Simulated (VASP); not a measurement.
Set up this calculation in VASP 6.6.1, as the native input.

```
Task                   : single point
Functional             : LDA
Potentials or basis    : VASP PAW LDA potentials, release 64 (Hg, Te)
Cutoff                 : 520 eV
k mesh                 : 11 × 11 × 11
Occupations            : fermi-dirac, width 0.05 eV
Spin                   : no spin polarisation
Dipole correction      : no
Further INCAR settings : ALGO = Normal; EDIFF = 1e-06; NBANDS = 16
```

The structure of HgTe (zincblende type) lies in POSCAR:

```
HgTe
1.0
    0.0000000000      2.9863449365      2.9863449365
    2.9863449365      0.0000000000      2.9863449365
    2.9863449365      2.9863449365      0.0000000000
Hg Te
1 1
Direct
    0.0000000000      0.0000000000      0.0000000000
    0.2500000000      0.2500000000      0.2500000000
```

This cell differs from its parent crystal: volume scaled by 0.8.

The input as run:

INCAR

```
SYSTEM = HgTe
ALGO = Normal ; EDIFF = 1E-6
ENCUT = 520 ; ISIF = 2
ISMEAR = -1 ; LASPH = .TRUE.
LCHARG = .FALSE. ; LREAL = .FALSE.
LWAVE = .FALSE. ; NBANDS = 16
NELM = 80 ; PREC = Accurate
SIGMA = 0.05
```

KPOINTS

```
k-points
0
G
  11 11 11
  0 0 0
```

Potentials or basis: VASP PAW LDA potentials, release 64 (Hg, Te).

Run with:

```sh
$ cat potpaw_LDA.64/Hg/POTCAR potpaw_LDA.64/Te/POTCAR > POTCAR
$ mpirun -np 1 vasp_std > vasp.out
```

Results of the run:

| Item | Value |
| --- | --- |
| Pressure | 19.5 GPa |
| Band gap on the k mesh | zero (filled and empty bands touch) |

Caveat: spin-orbit coupling is left out, which moves the levels of the heavy elements.

Wall time 33 s on 1 thread of Intel(R) Xeon(R) Platinum 8259CL CPU @ 2.50GHz (Skylake/Cascade Lake), with other jobs on the host, peak memory 0.18 GiB.
